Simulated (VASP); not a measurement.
# ZnGeN3 (I4/mcm) in VASP: a series of runs

Runs on ZnGeN3. Level: PBE. Tasks: single point.

All numbers are computed with VASP 6.6.1; they aren't measurements. Logs are shortened: lines on timing, memory, paths and dates and some standing lists are left out, and cuts for length are marked.

## 1. The cell of the first run

Symmetry: I4/mcm, No. 140, tetragonal system. Conventional cell: a = 4.688 Å, b = 4.688 Å, c = 9.051 Å, α = 90.00°, β = 90.00°, γ = 90.00°. Zn (site symmetry -42m) has 8 N at 2.34 to 2.36 Å within 3.1 Å. Ge (site symmetry 4/m) has 6 N at 1.92 to 2.26 Å within 2.5 Å. N (site symmetry m2m) has 1 N at 1.37 Å within 1.8 Å. N (site symmetry 422) has 2 Ge at 2.26 Å and 4 Zn at 2.34 Å and 8 N at 2.97 Å within 3.0 Å.

## 2. Single point, PBE

INCAR reads:

```
PREC = Accurate
ENCUT = 520
EDIFF = 1E-6
ISMEAR = 0
SIGMA = 0.1
LREAL = False
LASPH = True
NELM = 60
ALGO = Normal
ISIF = 2
LWAVE = False
LCHARG = False
GGA = PE
NBANDS = 52
```

KPOINTS reads:

```
Automatic mesh
0
Gamma
  4 4 4
```

POSCAR reads:

```
ZnGeN3
1.0
   -2.3437982711      2.3437982711      4.5253160548
    2.3437982711     -2.3437982711      4.5253160548
    2.3437982711      2.3437982711     -4.5253160548
Zn Ge N
2 2 6
Direct
    0.7500000000      0.2500000000      0.5000000000
    0.2500000000      0.7500000000      0.5000000000
    0.5000000000      0.5000000000      0.0000000000
    0.0000000000      0.0000000000      0.0000000000
    0.3970303931      0.8970303931      0.2940607862
    0.8970303931      0.6029696069      0.5000000000
    0.7500000000      0.7500000000      0.0000000000
    0.6029696069      0.1029696069      0.7059392138
    0.1029696069      0.3970303931      0.5000000000
    0.2500000000      0.2500000000      0.0000000000
```

Potentials or basis: VASP PAW PBE potentials, release 64 (Zn, Ge_d, N).

Started as:

```
> cat potpaw_PBE.64/Zn/POTCAR potpaw_PBE.64/Ge_d/POTCAR potpaw_PBE.64/N/POTCAR > POTCAR
> mpirun -np 1 vasp_std > vasp.out
```

OUTCAR:

```text
PREC = Accurate
   ENCUT = 520
   EDIFF = 1E-6
   ISMEAR = 0
   LREAL = False
   LASPH = True
   NELM = 60
   ISIF = 2
   GGA = PE

 ion  position               nearest neighbor table
   1  0.750  0.250  0.500-   7 2.34  10 2.34   7 2.34  10 2.34   5 2.36   9 2.36   6 2.36   8 2.36

   2  0.250  0.750  0.500-   7 2.34  10 2.34  10 2.34   7 2.34   8 2.36   9 2.36   6 2.36   5 2.36

   3  0.500  0.500  0.000-   5 1.92   8 1.92   6 1.92   9 1.92  10 2.26   7 2.26
   4  0.000  0.000  0.000-   5 1.92   8 1.92   9 1.92   6 1.92  10 2.26   7 2.26
   5  0.397  0.897  0.294-   8 1.37   4 1.92   3 1.92   1 2.36   2 2.36
   6  0.897  0.603  0.500-   9 1.37   4 1.92   3 1.92   2 2.36   1 2.36
   7  0.750  0.750  0.000-   3 2.26   4 2.26   1 2.34   2 2.34   1 2.34   2 2.34
   8  0.603  0.103  0.706-   5 1.37   4 1.92   3 1.92   2 2.36   1 2.36
   9  0.103  0.397  0.500-   6 1.37   3 1.92   4 1.92   2 2.36   1 2.36
  10  0.250  0.250  0.000-   3 2.26   4 2.26   1 2.34   2 2.34   2 2.34   1 2.34

  LATTYP: Found a body centered tetragonal cell.
 ALAT       =     4.6875965422
 C/A-ratio  =     1.9307617514

  Lattice vectors:

 A1 = (  -2.3437982711,   2.3437982711,   4.5253160548)
 A2 = (   2.3437982711,  -2.3437982711,   4.5253160548)
 A3 = (   2.3437982711,   2.3437982711,  -4.5253160548)

Analysis of symmetry for initial positions (statically):
=====================================================================
 Subroutine PRICEL returns:
 Original cell was already a primitive cell.

 Routine SETGRP: Setting up the symmetry group for a
 body centered tetragonal supercell.

 Subroutine GETGRP returns: Found 16 space group operations
 (whereof  8 operations were pure point group operations)
 out of a pool of 16 trial point group operations.

The static configuration has the point symmetry C_4h.
 The point group associated with its full space group is D_4h.

Analysis of symmetry for dynamics (positions and initial velocities):
=====================================================================
 Subroutine PRICEL returns:
 Original cell was already a primitive cell.

 Routine SETGRP: Setting up the symmetry group for a
 body centered tetragonal supercell.

 Subroutine GETGRP returns: Found 16 space group operations
 (whereof  8 operations were pure point group operations)
 out of a pool of 16 trial point group operations.

The dynamic configuration has the point symmetry C_4h.
 The point group associated with its full space group is D_4h.

 Subroutine INISYM returns: Found 16 space group operations
 (whereof  8 operations are pure point group operations),
 and found     1 'primitive' translations

----------------------------------------------------------------------------------------

                                     Primitive cell

  volume of cell :      99.4373

  direct lattice vectors                    reciprocal lattice vectors
    -2.343798271  2.343798271  4.525316055     0.000000000  0.213328940  0.110489520
     2.343798271 -2.343798271  4.525316055     0.213328940  0.000000000  0.110489520
     2.343798271  2.343798271 -4.525316055     0.213328940  0.213328940  0.000000000

  length of vectors
     5.609390882  5.609390882  5.609390882     0.240243981  0.240243981  0.301692680

  position of ions in fractional coordinates (direct lattice)
     0.750000000  0.250000000  0.500000000
     0.250000000  0.750000000  0.500000000
     0.500000000  0.500000000  0.000000000
     0.000000000  0.000000000  0.000000000
     0.397030393  0.897030393  0.294060786
     0.897030393  0.602969607  0.500000000
     0.750000000  0.750000000  0.000000000
     0.602969607  0.102969607  0.705939214
     0.102969607  0.397030393  0.500000000
     0.250000000  0.250000000  0.000000000

  ion indices of the primitive-cell ions
   primitive index   ion index
                 1           1
                 2           2
                 3           3
                 4           4
                 5           5
                 6           6
                 7           7
                 8           8
                 9           9
                10          10

----------------------------------------------------------------------------------------

 KPOINTS: Automatic mesh

Automatic generation of k-mesh.
 Grid dimensions read from file:
 generate k-points for:    4    4    4

 Generating k-lattice:

  Cartesian coordinates                     Fractional coordinates (reciprocal lattice)
     0.000000000  0.053332235  0.027622380     0.250000000  0.000000000  0.000000000
     0.053332235  0.000000000  0.027622380     0.000000000  0.250000000  0.000000000
     0.053332235  0.053332235  0.000000000     0.000000000  0.000000000  0.250000000

  Length of vectors
     0.060060995  0.060060995  0.075423170

  Shift w.r.t. Gamma in fractional coordinates (k-lattice)
     0.000000000  0.000000000  0.000000000

 Subroutine IBZKPT returns following result:
 ===========================================

 Found     13 irreducible k-points:

 Following reciprocal coordinates:
            Coordinates               Weight
  0.000000  0.000000  0.000000      1.000000
  0.250000 -0.000000  0.000000      8.000000
  0.500000 -0.000000  0.000000      4.000000
  0.250000  0.250000  0.000000      8.000000
  0.500000  0.250000  0.000000     16.000000
 -0.250000  0.250000  0.000000      4.000000
  0.500000  0.500000  0.000000      2.000000
  0.250000  0.250000  0.250000      2.000000
 -0.250000  0.250000  0.250000      4.000000
  0.500000  0.500000  0.250000      4.000000
 -0.250000  0.500000  0.250000      8.000000
 -0.250000 -0.250000  0.250000      2.000000
  0.500000  0.500000  0.500000      1.000000
   k-points           NKPTS =     13   k-points in BZ     NKDIM =     13   number of bands    NBANDS=     52
   number of dos      NEDOS =    301   number of ions     NIONS =     10
   total plane-waves  NPLWV =  74088
   dimension x,y,z NGX =    42 NGY =   42 NGZ =   42
   dimension x,y,z NGXF=    84 NGYF=   84 NGZF=   84
   ions per type =               2   2   6
   NGX,Y,Z   is equivalent  to a cutoff of  12.45, 12.45, 12.45 a.u.
   NGXF,Y,Z  is equivalent  to a cutoff of  24.90, 24.90, 24.90 a.u.
 SYSTEM =  unknown system
   PREC   = accura    normal or accurate (medium, high low for compatibility)
   ISTART =      0    job   : 0-new  1-cont  2-samecut
   ICHARG =      2    charge: 1-file 2-atom 10-const
   ISPIN  =      1    spin polarized calculation?
   LNONCOLLINEAR =      F non collinear calculations
   LSORBIT =      F    spin-orbit coupling
   LASPH  =      T    aspherical Exc in radial PAW
   ENCUT  =  520.0 eV  38.22 Ry    6.18 a.u.  10.43 10.43 10.43*2*pi/ulx,y,z
   NELM   =     60;   NELMIN=  2; NELMDL= -5     # of ELM steps
   EDIFF  = 0.1E-05   stopping-criterion for ELM
   LREAL  =      F    real-space projection
   EDIFFG = 0.1E-04   stopping-criterion for IOM
   NSW    =      0    number of steps for IOM
   IBRION =     -1    ionic relax: 0-MD 1-quasi-New 2-CG
   NFREE  =      0    steps in history (QN), initial steepest desc. (CG)
   ISIF   =      2    stress and relaxation
   ISYM   =      2    0-nonsym 1-usesym 2-fastsym
   POTIM  = 0.5000    time-step for ionic-motion
   TEBEG  =    0.0;   TEEND  =   0.0 temperature during run
   PSTRESS=    0.0 pullay stress
   NELECT =      82.0000    total number of electrons
   NUPDOWN=      -1.0000    fix difference up-down
   EMIN   =  10.00;   EMAX   =-10.00  energy-range for DOS
   EFERMI =   0.00;   METHOD = LEGACY
   ISMEAR =     0;   SIGMA  =   0.10  broadening in eV -4-tet -1-fermi 0-gaus
   EFERMI_NEDOS =   21; number of points for ismear=-14 and -15
   IALGO  =     38    algorithm
   IMIX   =      4    mixing-type and parameters
     AMIX     =   0.40;   BMIX     =  1.00
     AMIX_MAG =   1.60;   BMIX_MAG =  1.00
  volume/ion in A,a.u.               =       9.94        67.10
  Fermi-wavevector in a.u.,A,eV,Ry     =   1.535193  2.901094 32.066451  2.356818
  Thomas-Fermi vector in A             =   2.642016
   LORBIT       =      0    0 simple, 1 ext, 2 COOP (PROOUT), +10 PAW based schemes
   GGA     = PE    functional components
   LHFCALC =     F    Hartree Fock is set to
   AEXX    =    0.0000 exact exchange contribution
   IVDW    =     0    specifies the selected vdW correction
   LEPSILON=     F    determine dielectric tensor
   LRPA    =     F    only Hartree local field effects (RPA)
 non-spin polarized calculation
 Gauss-broadening in eV      SIGMA  =   0.10
  energy-cutoff  :      520.00
  volume of cell :       99.44
 maximum number of plane-waves:      2696
 NGX is ok and might be reduce to    42
   NGX = 21   NGY = 21   NGZ = 21

 number of electron      82.0000024 magnetization

 Free energy of the ion-electron system (eV)
  ---------------------------------------------------
  ext. energy  EPLUGINS =         0.00000000
  ---------------------------------------------------
  free energy    TOTEN  =       -53.95011440 eV

  energy without entropy =      -53.92377074  energy(sigma->0) =      -53.93694257

 E-fermi :   6.3509     XC(G=0): -12.1956

 val. band max:        6.3476327114   @ k =  -0.2500  -0.2500   0.2500
 cond. band min:       6.3706226460   @ k =  -0.2500   0.5000   0.2500
 fundamental gap:      0.0229899347
 Fermi energy:         6.3508571034

 k-point     1 :       0.0000    0.0000    0.0000
  band No.  band energies     occupation
      1     -19.3306      2.00000
      2     -19.2225      2.00000
      3     -19.1234      2.00000
      4     -19.0987      2.00000
      5     -19.0760      2.00000
      6     -19.0557      2.00000
[... 44 lines left out ...]
     51      14.9492      0.00000
     52      14.9944      0.00000
[... 658 lines left out ...]
     51      14.6196      0.00000
     52      14.6661      0.00000

------------------------ aborting loop because EDIFF is reached ----------------------------------------

  FORCE on cell =-STRESS in cart. coord.  units (eV):
  Direction    XX          YY          ZZ          XY          YZ          ZX
  --------------------------------------------------------------------------------------
  -------------------------------------------------------------------------------------
  Total        0.0204373      0.0204373      0.2776346      0.0000000      0.0000000      0.0000000
  in kB        0.3292939      0.3292939      4.4733702      0.0000000      0.0000000      0.0000000
  external PRESSURE =       1.7106527 kB  Pullay stress =       0.0000000 kB

 VOLUME and BASIS-vectors are now :
 -----------------------------------------------------------------------------
  energy-cutoff  :      520.00
  volume of cell :       99.44
      direct lattice vectors                 reciprocal lattice vectors
    -2.343798271  2.343798271  4.525316055     0.000000000  0.213328940  0.110489520
     2.343798271 -2.343798271  4.525316055     0.213328940  0.000000000  0.110489520
     2.343798271  2.343798271 -4.525316055     0.213328940  0.213328940  0.000000000

 POSITION                                       TOTAL-FORCE (eV/Angst)
 -----------------------------------------------------------------------------------
      0.00000      2.34380      2.26266         0.000000     -0.000000     -0.000000
      2.34380      0.00000      2.26266         0.000000      0.000000     -0.000000
      0.00000      0.00000      4.52532         0.000000      0.000000     -0.000000
      0.00000      0.00000      0.00000         0.000000      0.000000     -0.000000
      1.86112     -0.48268      4.52532        -0.073615     -0.073615      0.000000
      0.48268      1.86112      4.52532         0.073615     -0.073615     -0.000000
      0.00000      0.00000      6.78797         0.000000     -0.000000     -0.000000
      0.48268      2.82648     -0.00000         0.073615      0.073615     -0.000000
      1.86112      0.48268      0.00000        -0.073615      0.073615     -0.000000
      0.00000      0.00000      2.26266        -0.000000     -0.000000     -0.000000
 -----------------------------------------------------------------------------------
    total drift:                               -0.000000     -0.000000      0.000000

  FREE ENERGIE OF THE ION-ELECTRON SYSTEM (eV)
  ---------------------------------------------------
  free  energy   TOTEN  =       -53.9501143961 eV

  energy  without entropy=      -53.9237707364  energy(sigma->0) =      -53.93694257
```

Run time: 1.9 min. Hardware: 1 thread of Intel Xeon 6975P-C (Granite Rapids), shared host; peak memory 0.28 GiB.

Results:

```
Free energy            : -53.9501 eV
Pressure               : 0.2 GPa
Largest force          : 0.104 eV/Å
Band gap on the k mesh : zero (bands 41 and 42 overlap by 0.46 eV)
```

Forces in eV/Å, atoms in the order of the input:
```
Zn   0.000  0.000  0.000
Zn   0.000  0.000  0.000
Ge   0.000  0.000  0.000
Ge   0.000  0.000  0.000
N   -0.074 -0.074  0.000
N    0.074 -0.074  0.000
N    0.000  0.000  0.000
N    0.074  0.074  0.000
N   -0.074  0.074  0.000
N    0.000  0.000  0.000
```

Stress tensor (GPa, compression positive):
```
0.03 0.00 0.00
0.00 0.03 0.00
0.00 0.00 0.45
```

Levels at points of the mesh, in eV from the Fermi level:
```csv
k point,band 39,band 40,band 41,band 42,band 43,band 44
"(0.00, 0.00, 0.00)",-0.70,-0.19,0.26,0.26,0.33,2.54
"(0.50, 0.00, 0.00)",-1.78,-1.78,-0.04,-0.04,2.98,2.98
"(0.50, 0.50, 0.00)",-1.64,-0.08,0.18,0.25,1.32,3.83
"(0.50, 0.50, 0.50)",-1.82,-0.32,-0.32,-0.19,0.88,2.63
```

Caveat: the k points lie up to 0.38 Å⁻¹ apart.

## 3. Single point, PBE

This run uses another cell than the first one, of 10.61 Å³/atom.

INCAR reads:

```
ALGO = Normal ; EDIFF = 1E-6
ENCUT = 520 ; GGA = PE
ISIF = 2 ; ISMEAR = 0
LASPH = True ; LCHARG = True
LELF = True ; LREAL = False
LVHAR = True ; LWAVE = False
NBANDS = 52 ; NELM = 100
PREC = Accurate ; SIGMA = 0.1
```

KPOINTS reads:

```
k-points
0
Gamma
  4 4 4
```

POSCAR reads:

```
ZnGeN3
1.0
   -2.6572738700      2.6572738700      3.7579527500
    2.6572738700     -2.6572738700      3.7579527500
    2.6572738700      2.6572738700     -3.7579527500
Zn Ge N
2 2 6
Direct
    0.7500000000      0.2500000000      0.5000000000
    0.2500000000      0.7500000000      0.5000000000
    0.5000000000      0.5000000000      0.0000000000
    0.0000000000      0.0000000000      0.0000000000
    0.2767774400      0.7767774400      0.0535548700
    0.7767774400      0.7232225600      0.5000000000
    0.7500000000      0.7500000000      0.0000000000
    0.7232225600      0.2232225600      0.9464451300
    0.2232225600      0.2767774400      0.5000000000
    0.2500000000      0.2500000000      0.0000000000
```

Potentials or basis: VASP PAW PBE potentials, release 64 (Zn, Ge_d, N).

Started as:

```
> cat potpaw_PBE.64/Zn/POTCAR potpaw_PBE.64/Ge_d/POTCAR potpaw_PBE.64/N/POTCAR > POTCAR
> mpirun -np 1 vasp_std > vasp.out
```

Run time: 96 s. Hardware: 1 thread of Intel Xeon 6975P-C (Granite Rapids), shared host; peak memory 0.26 GiB.

The run converged. Its results:

```
Free energy            : -46.3407 eV
Pressure               : 8.4 GPa
Largest force          : 1.276 eV/Å
Band gap on the k mesh : zero (bands 41 and 42 overlap by 0.92 eV)
```

Forces in eV/Å, atoms in the order of the input:
```
Zn   0.000  0.000  0.000
Zn   0.000  0.000  0.000
Ge   0.000  0.000  0.000
Ge   0.000  0.000  0.000
N    0.902  0.902  0.000
N   -0.902  0.902  0.000
N    0.000  0.000  0.000
N   -0.902 -0.902  0.000
N    0.902 -0.902  0.000
N    0.000  0.000  0.000
```

Stress tensor (GPa, compression positive):
```
9.20 0.00 0.00
0.00 9.20 0.00
0.00 0.00 6.69
```

Levels at points of the mesh, in eV from the Fermi level:
| k point | band 37 | band 38 | band 39 | band 40 | band 41 | band 42 | band 43 | band 44 | band 45 | band 46 |
| --- | --- | --- | --- | --- | --- | --- | --- | --- | --- | --- |
| (0.00, 0.00, 0.00) | -0.35 | -0.33 | -0.18 | -0.16 | -0.16 | -0.14 | 0.99 | 1.34 | 1.34 | 1.73 |
| (0.50, 0.00, 0.00) | -1.95 | -1.95 | 0.30 | 0.30 | 0.42 | 0.42 | 0.47 | 0.47 | 2.97 | 2.97 |
| (0.50, 0.50, 0.00) | -1.51 | -1.06 | -0.87 | -0.84 | -0.15 | -0.01 | 0.05 | 1.35 | 3.76 | 3.89 |
| (0.50, 0.50, 0.50) | -1.82 | -0.91 | -0.91 | -0.85 | -0.21 | 0.13 | 0.13 | 0.96 | 3.66 | 3.85 |

Caveat: the k points lie up to 0.36 Å⁻¹ apart, too coarse for converged energies and pressures of a metal; forces of over 1 eV/Å act on the atoms, so gaps and moduli don't describe the material at rest.

The gap in the log of VASP goes by the Fermi energy; the results here count the filled bands.